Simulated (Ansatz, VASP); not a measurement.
## One calculation of KTaSe3, two programs

The input INCAR:

```
ALGO = Normal
EDIFF = 1E-6
ENCUT = 520
GGA = PE
ISIF = 2
ISMEAR = 0
LASPH = True
LCHARG = True
LELF = True
LREAL = False
LVHAR = True
LWAVE = False
NBANDS = 49
NELM = 80
PREC = Accurate
SIGMA = 0.2
```

File KPOINTS:

```
k-points
0
Gamma
  4 4 2
```

POSCAR

```
KTaSe3
1.0
    0.0000000000      5.1145123448      0.0000000000
    0.0000000000      0.0000000000      5.1145123448
   10.2290246897      0.0000000000      0.0000000000
K Ta Se
2 2 6
Direct
    0.0000000000      0.0000000000      0.0000000000
    0.0000000000      0.0000000000      0.5000000000
    0.5000000000      0.5000000000      0.2500000000
    0.5000000000      0.5000000000      0.7500000000
    0.5000000000      0.5000000000      0.5000000000
    0.5000000000      0.5000000000      1.0000000000
    0.0000000000      0.5000000000      0.2500000000
    0.0000000000      0.5000000000      0.7500000000
    0.5000000000      0.0000000000      0.2500000000
    0.5000000000      0.0000000000      0.7500000000
```

Input for Ansatz:

```yaml
crystal:
  lattice:
    - [0.0, 5.1145123448, 0.0]
    - [0.0, 0.0, 5.1145123448]
    - [10.2290246897, 0.0, 0.0]
  atoms:
    - { symbol: K, position: [0.0, 0.0, 0.0] }
    - { symbol: K, position: [0.0, 0.0, 0.5] }
    - { symbol: Ta, position: [0.5, 0.5, 0.25] }
    - { symbol: Ta, position: [0.5, 0.5, 0.75] }
    - { symbol: Se, position: [0.5, 0.5, 0.5] }
    - { symbol: Se, position: [0.5, 0.5, 1.0] }
    - { symbol: Se, position: [0.0, 0.5, 0.25] }
    - { symbol: Se, position: [0.0, 0.5, 0.75] }
    - { symbol: Se, position: [0.5, 0.0, 0.25] }
    - { symbol: Se, position: [0.5, 0.0, 0.75] }
basis:
  ecutwfc: 420
kpoints:
  mp_grid: { grid: [4, 4, 2] }
hamiltonian:
  xc: pbe
scf:
  occupations: { method: gaussian, width: 0.2 }
  lower_state_search: "off"
output:
  forces: true
  stress: true
  eigenvalues: true
```

Alike in both runs: task single point; functional PBE; k mesh 4 × 4 × 2; occupations gaussian, width 0.2 eV; no spin polarisation.

|  | VASP | Ansatz |
| --- | --- | --- |
| version | VASP 6.6.1 | Ansatz 0.2.0 |
| potentials or method | VASP PAW PBE potentials, release 64 (K_sv, Ta_pv, Se), cutoff 520 eV | scalar-relativistic, plane waves, PAW |
| valence electrons in the cell | 76 | 140 |

|  | VASP | Ansatz | Ansatz less VASP |
| --- | --- | --- | --- |
| gap on the k mesh at the Fermi level (eV) | none | none | - |
| pressure (GPa) | -0.3 | -0.4 | -0.12 |

A gap of «none» marks a metal or a gap that the smearing closes. The functional is the same, so the differences come from potentials, cutoffs and numerics. VASP's potentials hold 76 valence electrons a cell and Ansatz's 140, so a difference there can come from the potentials and not from the codes.

Neither program's run includes spin-orbit coupling.
